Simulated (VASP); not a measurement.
**C: single point with LDA**

C:

```
C
1.0
     0.00000    1.78122    1.73487
     1.78122    0.00000    1.73487
     1.78122    1.78122    0.00000
C
2
Direct
  0.50000 0.50000 0.50000
  0.75000 0.75000 0.75000
```

This cell differs from its parent crystal: strain +e along x and -e along y +0.0000, strain +e along z and -e/2 along x and y -0.0175.

- Program: VASP 6.6.1
- Task: single point
- Functional: LDA
- Potentials or basis: VASP PAW LDA potentials, release 64 (C)
- Cutoff: 520 eV
- k mesh: 12 × 12 × 12
- Occupations: gaussian, width 0.05 eV
- Spin: no spin polarisation
- Dipole correction: no
- Further INCAR settings: ALGO = Normal; EDIFF = 1e-06; NBANDS = 11

* Pressure: 1.8 GPa
* Band gap on the k mesh: 3.53 eV, indirect (least direct gap 5.15 eV)

Stress tensor (GPa, compression positive):
```
-6.35  0.00  0.00
 0.00 -6.35  0.00
 0.00  0.00 18.14
```

Levels at points of the mesh, in eV from the valence-band top:
```csv
k point,band 1,band 2,band 3,band 4,band 5,band 6,band 7,band 8,band 9
"(0.00, 0.00, 0.00)",-21.98,-0.39,-0.39,0.00,5.15,5.48,5.48,13.98,19.15
"(0.50, 0.00, 0.00)",-15.97,-13.95,-3.37,-2.89,8.13,8.13,9.40,15.43,21.68
"(0.50, 0.50, 0.00)",-12.80,-12.80,-7.00,-7.00,4.09,4.09,16.91,16.91,23.49
"(0.50, 0.00, 0.50)",-13.22,-13.22,-6.60,-6.60,4.73,4.73,16.74,16.74,23.07
```

Wall time 27 s on 1 thread of Intel Xeon 8259CL, with other jobs on the host, peak memory 0.12 GiB.

Caveat: the cell differs from its parent crystal (strain +e along x and -e along y +0.0000, strain +e along z and -e/2 along x and y -0.0175). A k mesh can miss the band edges.
